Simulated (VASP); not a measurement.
# Ta3C2 (P-3m1) in VASP: single point with r2SCAN

Aim: the single point of Ta3C2 with r2SCAN.

Everything below comes from runs of VASP 6.6.1. Logs are shortened: lines on timing, memory, paths and dates and some standing lists are left out, and cuts for length are marked.

### Step 1. The cell of the first run

Symmetry: P-3m1, No. 164, trigonal system. Conventional cell: a = 3.129 Å, b = 3.129 Å, c = 30.194 Å, α = 90.00°, β = 90.00°, γ = 120.00°. Ta (site symmetry 3m) has 3 C at 2.17 Å within 2.9 Å. Within 2.9 Å of Ta (site symmetry 3m) lie 3 C at 2.18 Å. Within 2.9 Å of Ta (site symmetry 3m) lie 3 C at 2.17 Å. Within 2.9 Å of Ta (site symmetry 3m) lie 6 C at 2.22 to 2.24 Å. Within 2.9 Å of Ta (site symmetry 3m) lie 3 C at 2.20 Å. Within 2.9 Å of Ta (site symmetry 3m) lie 6 C at 2.22 to 2.25 Å. Within 2.9 Å of C (site symmetry 3m) lie 6 Ta at 2.17 to 2.20 Å. Within 2.9 Å of C (site symmetry 3m) lie 6 Ta at 2.18 to 2.22 Å.

### Step 2. Single point, r2SCAN

Input file POSCAR:

```
Ta3C2
1.0
    3.1288786179      0.0000000000      0.0000000000
   -1.5644393089      2.7096883684      0.0000000000
    0.0000000000      0.0000000000     30.1939115700
Ta C
12 8
Direct
    0.0000000000      0.0000000000      0.8766292200
    0.6666666700      0.3333333300      0.2053318800
    0.3333333300      0.6666666700      0.5410077000
    0.3333333300      0.6666666700      0.7946681200
    0.0000000000      0.0000000000      0.1233707800
    0.6666666700      0.3333333300      0.4589923000
    0.0000000000      0.0000000000      0.7118368000
    0.6666666700      0.3333333300      0.0416270800
    0.3333333300      0.6666666700      0.3765392900
    0.3333333300      0.6666666700      0.9583729200
    0.0000000000      0.0000000000      0.2881632000
    0.6666666700      0.3333333300      0.6234607100
    0.6666666700      0.3333333300      0.9166003700
    0.3333333300      0.6666666700      0.2454671600
    0.0000000000      0.0000000000      0.5808796100
    0.6666666700      0.3333333300      0.7545328400
    0.3333333300      0.6666666700      0.0833996300
    0.0000000000      0.0000000000      0.4191203900
    0.6666666700      0.3333333300      0.3322074200
    0.3333333300      0.6666666700      0.6677925800
```

Input file INCAR.step1:

```
SYSTEM = Ta3C2
PREC = Accurate
ENCUT = 520
ISMEAR = 0
SIGMA = 0.1
LREAL = Auto
LASPH = .True.
NELM = 100
NBANDS = 98
GGA = PE
ALGO = Normal
EDIFF = 1E-4
LWAVE = .True.
LCHARG = .False.
```

Input file INCAR.step2:

```
SYSTEM = Ta3C2
PREC = Accurate
ENCUT = 520
EDIFF = 1E-7
ISMEAR = 0
SIGMA = 0.1
LREAL = Auto
LASPH = .True.
NELM = 100
ALGO = Normal
ISIF = 2
LWAVE = .False.
LCHARG = .False.
METAGGA = R2SCAN
LMIXTAU = .True.
NBANDS = 98
ISTART = 1
```

Input file KPOINTS:

```
Automatic mesh
0
Gamma
  6 6 1
  0 0 0
```

Potentials or basis: VASP PAW PBE potentials, release 64 (Ta_pv, C).

Command:

```bash
$ cat potpaw_PBE.64/Ta_pv/POTCAR potpaw_PBE.64/C/POTCAR > POTCAR
$ cp INCAR.step1 INCAR
$ mpirun -np 1 vasp_std > vasp.out
$ cp INCAR.step2 INCAR
$ mpirun -np 1 vasp_std > vasp.out
```

OUTCAR:

```text
SYSTEM = Ta3C2
   PREC = Accurate
   ENCUT = 520
   EDIFF = 1E-7
   ISMEAR = 0
   LREAL = Auto
   LASPH = .True.
   NELM = 100
   ISIF = 2
   METAGGA = R2SCAN
   ISTART = 1

 ion  position               nearest neighbor table
   1  0.000  0.000  0.877-  13 2.17  13 2.17  13 2.17  10 3.06  10 3.06  10 3.06   4 3.06   4 3.06
                             4 3.06
   2  0.667  0.333  0.205-  14 2.18  14 2.18  14 2.18   5 3.06   5 3.06   5 3.06  11 3.09  11 3.09
                            11 3.09
   3  0.333  0.667  0.541-  15 2.17  15 2.17  15 2.17   6 3.07   6 3.07   6 3.07  12 3.08  12 3.08
                            12 3.08
   4  0.333  0.667  0.795-  16 2.18  16 2.18  16 2.18   1 3.06   1 3.06   1 3.06   7 3.09   7 3.09
                             7 3.09
   5  0.000  0.000  0.123-  17 2.17  17 2.17  17 2.17   8 3.06   8 3.06   8 3.06   2 3.06   2 3.06
                             2 3.06
   6  0.667  0.333  0.459-  18 2.17  18 2.17  18 2.17   3 3.07   3 3.07   3 3.07   9 3.08   9 3.08
                             9 3.08
   7  0.000  0.000  0.712-  16 2.22  16 2.22  16 2.22  20 2.24  20 2.24  20 2.24   4 3.09   4 3.09
                             4 3.09  12 3.22  12 3.22  12 3.22
   8  0.667  0.333  0.042-  17 2.20  17 2.20  17 2.20   5 3.06   5 3.06   5 3.06  10 3.10  10 3.10
                            10 3.10
   9  0.333  0.667  0.377-  18 2.22  18 2.22  18 2.22  19 2.25  19 2.25  19 2.25   6 3.08   6 3.08
                             6 3.08  11 3.22  11 3.22  11 3.22
  10  0.333  0.667  0.958-  13 2.20  13 2.20  13 2.20   1 3.06   1 3.06   1 3.06   8 3.10   8 3.10
                             8 3.10
  11  0.000  0.000  0.288-  14 2.22  14 2.22  14 2.22  19 2.24  19 2.24  19 2.24   2 3.09   2 3.09
                             2 3.09   9 3.22   9 3.22   9 3.22
  12  0.667  0.333  0.623-  15 2.22  15 2.22  15 2.22  20 2.25  20 2.25  20 2.25   3 3.08   3 3.08
                             3 3.08   7 3.22   7 3.22   7 3.22
  13  0.667  0.333  0.917-   1 2.17   1 2.17   1 2.17  10 2.20  10 2.20  10 2.20
  14  0.333  0.667  0.245-   2 2.18   2 2.18   2 2.18  11 2.22  11 2.22  11 2.22
  15  0.000  0.000  0.581-   3 2.17   3 2.17   3 2.17  12 2.22  12 2.22  12 2.22
  16  0.667  0.333  0.755-   4 2.18   4 2.18   4 2.18   7 2.22   7 2.22   7 2.22
  17  0.333  0.667  0.083-   5 2.17   5 2.17   5 2.17   8 2.20   8 2.20   8 2.20
  18  0.000  0.000  0.419-   6 2.17   6 2.17   6 2.17   9 2.22   9 2.22   9 2.22
  19  0.667  0.333  0.332-  11 2.24  11 2.24  11 2.24   9 2.25   9 2.25   9 2.25
  20  0.333  0.667  0.668-   7 2.24   7 2.24   7 2.24  12 2.25  12 2.25  12 2.25

  LATTYP: Found a hexagonal cell.
 ALAT       =     3.1288786179
 C/A-ratio  =     9.6500744379

  Lattice vectors:

 A1 = (   3.1288786179,   0.0000000000,   0.0000000000)
 A2 = (  -1.5644393089,   2.7096883684,   0.0000000000)
 A3 = (   0.0000000000,   0.0000000000,  30.1939115700)

Analysis of symmetry for initial positions (statically):
=====================================================================
 Subroutine PRICEL returns:
 Original cell was already a primitive cell.

 Routine SETGRP: Setting up the symmetry group for a
 hexagonal supercell.

 Subroutine GETGRP returns: Found 12 space group operations
 (whereof 12 operations were pure point group operations)
 out of a pool of 24 trial point group operations.

The static configuration has the point symmetry D_3d.

Analysis of symmetry for dynamics (positions and initial velocities):
=====================================================================
 Subroutine PRICEL returns:
 Original cell was already a primitive cell.

 Routine SETGRP: Setting up the symmetry group for a
 hexagonal supercell.

 Subroutine GETGRP returns: Found 12 space group operations
 (whereof 12 operations were pure point group operations)
 out of a pool of 24 trial point group operations.

The dynamic configuration has the point symmetry D_3d.

 Subroutine INISYM returns: Found 12 space group operations
 (whereof 12 operations are pure point group operations),
 and found     1 'primitive' translations

----------------------------------------------------------------------------------------

                                     Primitive cell

  volume of cell :     255.9926

  direct lattice vectors                    reciprocal lattice vectors
     3.128878618  0.000000000  0.000000000     0.319603322  0.184523064  0.000000000
    -1.564439309  2.709688368  0.000000000     0.000000000  0.369046128  0.000000000
     0.000000000  0.000000000 30.193911570     0.000000000  0.000000000  0.033119260

  length of vectors
[... 54 lines left out ...]

 Generating k-lattice:

  Cartesian coordinates                     Fractional coordinates (reciprocal lattice)
     0.053267220  0.030753844  0.000000000     0.166666667  0.000000000  0.000000000
     0.000000000  0.061507688  0.000000000     0.000000000  0.166666667  0.000000000
     0.000000000  0.000000000  0.033119260     0.000000000  0.000000000  1.000000000

  Length of vectors
     0.061507688  0.061507688  0.033119260

  Shift w.r.t. Gamma in fractional coordinates (k-lattice)
     0.000000000  0.000000000  0.000000000

 Subroutine IBZKPT returns following result:
 ===========================================

 Found      7 irreducible k-points:

 Following reciprocal coordinates:
            Coordinates               Weight
  0.000000  0.000000  0.000000      1.000000
  0.166667  0.000000  0.000000      6.000000
  0.333333  0.000000  0.000000      6.000000
  0.500000  0.000000  0.000000      3.000000
  0.166667  0.166667  0.000000      6.000000
  0.333333  0.166667  0.000000     12.000000
  0.333333  0.333333  0.000000      2.000000
   k-points           NKPTS =      7   k-points in BZ     NKDIM =      7   number of bands    NBANDS=     98
   number of dos      NEDOS =    301   number of ions     NIONS =     20
   total plane-waves  NPLWV = 138240
   dimension x,y,z NGX =    24 NGY =   24 NGZ =  240
   dimension x,y,z NGXF=    48 NGYF=   48 NGZF=  480
   ions per type =              12   8
   NGX,Y,Z   is equivalent  to a cutoff of  12.75, 12.75, 13.21 a.u.
   NGXF,Y,Z  is equivalent  to a cutoff of  25.50, 25.50, 26.43 a.u.
 SYSTEM =  Ta3C2
   PREC   = accura    normal or accurate (medium, high low for compatibility)
   ISTART =      1    job   : 0-new  1-cont  2-samecut
   ICHARG =      0    charge: 1-file 2-atom 10-const
   ISPIN  =      1    spin polarized calculation?
   LNONCOLLINEAR =      F non collinear calculations
   LSORBIT =      F    spin-orbit coupling
   LASPH  =      T    aspherical Exc in radial PAW
   ENCUT  =  520.0 eV  38.22 Ry    6.18 a.u.   5.82  5.82 56.14*2*pi/ulx,y,z
   NELM   =    100;   NELMIN=  2; NELMDL=  0     # of ELM steps
   EDIFF  = 0.1E-06   stopping-criterion for ELM
   LREAL  =      T    real-space projection
   EDIFFG = 0.1E-05   stopping-criterion for IOM
   NSW    =      0    number of steps for IOM
   IBRION =     -1    ionic relax: 0-MD 1-quasi-New 2-CG
   NFREE  =      0    steps in history (QN), initial steepest desc. (CG)
   ISIF   =      2    stress and relaxation
   ISYM   =      2    0-nonsym 1-usesym 2-fastsym
   POTIM  = 0.5000    time-step for ionic-motion
   TEBEG  =    0.0;   TEEND  =   0.0 temperature during run
   PSTRESS=    0.0 pullay stress
   NELECT =     164.0000    total number of electrons
   NUPDOWN=      -1.0000    fix difference up-down
   EMIN   =  10.00;   EMAX   =-10.00  energy-range for DOS
   EFERMI =   0.00;   METHOD = LEGACY
   ISMEAR =     0;   SIGMA  =   0.10  broadening in eV -4-tet -1-fermi 0-gaus
   EFERMI_NEDOS =   21; number of points for ismear=-14 and -15
   IALGO  =     38    algorithm
   IMIX   =      4    mixing-type and parameters
     AMIX     =   0.40;   BMIX     =  1.00
     AMIX_MAG =   1.60;   BMIX_MAG =  1.00
  volume/ion in A,a.u.               =      12.80        86.38
  Fermi-wavevector in a.u.,A,eV,Ry     =   1.411281  2.666935 27.098932  1.991715
  Thomas-Fermi vector in A             =   2.533149
   LORBIT       =      0    0 simple, 1 ext, 2 COOP (PROOUT), +10 PAW based schemes
   METAGGA = R2SCAN    functional components
   LHFCALC =     F    Hartree Fock is set to
   AEXX    =    0.0000 exact exchange contribution
   IVDW    =     0    specifies the selected vdW correction
   LEPSILON=     F    determine dielectric tensor
   LRPA    =     F    only Hartree local field effects (RPA)
 non-spin polarized calculation
 Gauss-broadening in eV      SIGMA  =   0.10
  energy-cutoff  :      520.00
  volume of cell :      255.99
 maximum number of plane-waves:      6916
 NGX is ok and might be reduce to    24
   NGX = 11   NGY = 11   NGZ =113

 number of electron     163.9999986 magnetization

 Free energy of the ion-electron system (eV)
  ---------------------------------------------------
  ext. energy  EPLUGINS =         0.00000000
  ---------------------------------------------------
  free energy    TOTEN  =      -675.93678908 eV

  energy without entropy =     -675.90650719  energy(sigma->0) =     -675.92164814

 E-fermi :   7.0657     XC(G=0): -13.9411

 val. band max:        7.0592096120   @ k =   0.1667   0.0000   0.0000
 cond. band min:       7.1025626787   @ k =   0.0000   0.0000   0.0000
 fundamental gap:      0.0433530667
 Fermi energy:         7.0656796705

 k-point     1 :       0.0000    0.0000    0.0000
  band No.  band energies     occupation
      1     -29.7770      2.00000
      2     -29.7698      2.00000
      3     -29.4964      2.00000
      4     -29.4779      2.00000
      5     -29.2610      2.00000
      6     -29.2610      2.00000
[... 668 lines left out ...]
     93       9.6451      0.00000
     94       9.8764      0.00000
 [bands above 94 left out]

------------------------ aborting loop because EDIFF is reached ----------------------------------------

  FORCE on cell =-STRESS in cart. coord.  units (eV):
  Direction    XX          YY          ZZ          XY          YZ          ZX
  --------------------------------------------------------------------------------------
  -------------------------------------------------------------------------------------
  Total       -0.1540621     -0.1540621      0.4139249     -0.0000000      0.0000000     -0.0000000
  in kB       -0.9642259     -0.9642259      2.5906260     -0.0000000      0.0000000     -0.0000000
  external PRESSURE =       0.2207247 kB  Pullay stress =       0.0000000 kB

 VOLUME and BASIS-vectors are now :
 -----------------------------------------------------------------------------
  energy-cutoff  :      520.00
  volume of cell :      255.99
      direct lattice vectors                 reciprocal lattice vectors
     3.128878618  0.000000000  0.000000000     0.319603322  0.184523064  0.000000000
    -1.564439309  2.709688368  0.000000000     0.000000000  0.369046128  0.000000000
     0.000000000  0.000000000 30.193911570     0.000000000  0.000000000  0.033119260

 POSITION                                       TOTAL-FORCE (eV/Angst)
 -----------------------------------------------------------------------------------
      0.00000      0.00000     26.46887         0.000000     -0.000000     -0.033797
      1.56444      0.90323      6.19977        -0.000000      0.000000     -0.039565
     -0.00000      1.80646     16.33514        -0.000000     -0.000000      0.087072
     -0.00000      1.80646     23.99414         0.000000      0.000000      0.039565
      0.00000      0.00000      3.72505        -0.000000      0.000000      0.033797
      1.56444      0.90323     13.85877         0.000000      0.000000     -0.087072
[... 12 lines left out ...]
      1.56444      0.90323     10.03064         0.000000      0.000000     -0.058235
     -0.00000      1.80646     20.16327        -0.000000      0.000000      0.058235
 -----------------------------------------------------------------------------------
    total drift:                                0.000000     -0.000000      0.000000

  FREE ENERGIE OF THE ION-ELECTRON SYSTEM (eV)
  ---------------------------------------------------
  free  energy   TOTEN  =      -675.9367890823 eV

  energy  without entropy=     -675.9065071922  energy(sigma->0) =     -675.92164814
```

It took 61 min on 1 thread of AMD EPYC 7R13, shared host; peak memory 0.47 GiB.

Results:

```yaml
Free_energy: -675.9368 eV
Pressure: 0.0 GPa
Largest_force: 0.096 eV/Å
Band_gap_on_the_k_mesh: zero (bands 82 and 83 overlap by 1.33 eV)
```

Forces on the atoms (eV/Å):
```
Ta   0.000  0.000 -0.034
Ta   0.000  0.000 -0.040
Ta   0.000  0.000  0.087
Ta   0.000  0.000  0.040
Ta   0.000  0.000  0.034
Ta   0.000  0.000 -0.087
Ta   0.000  0.000 -0.096
Ta   0.000  0.000 -0.096
Ta   0.000  0.000  0.042
Ta   0.000  0.000  0.096
Ta   0.000  0.000  0.096
Ta   0.000  0.000 -0.042
C    0.000  0.000  0.008
C    0.000  0.000 -0.019
C    0.000  0.000 -0.013
C    0.000  0.000  0.019
C    0.000  0.000 -0.008
C    0.000  0.000  0.013
C    0.000  0.000 -0.058
C    0.000  0.000  0.058
```

Caveat: the k points lie up to 0.39 Å⁻¹ apart, too coarse for converged energies and pressures of a metal; the PAW data sets were made with another functional, which shifts forces and pressure a little; spin-orbit coupling is left out, which moves the levels of the heavy elements.

The gap in the log of VASP goes by the Fermi energy; the results here count the filled bands.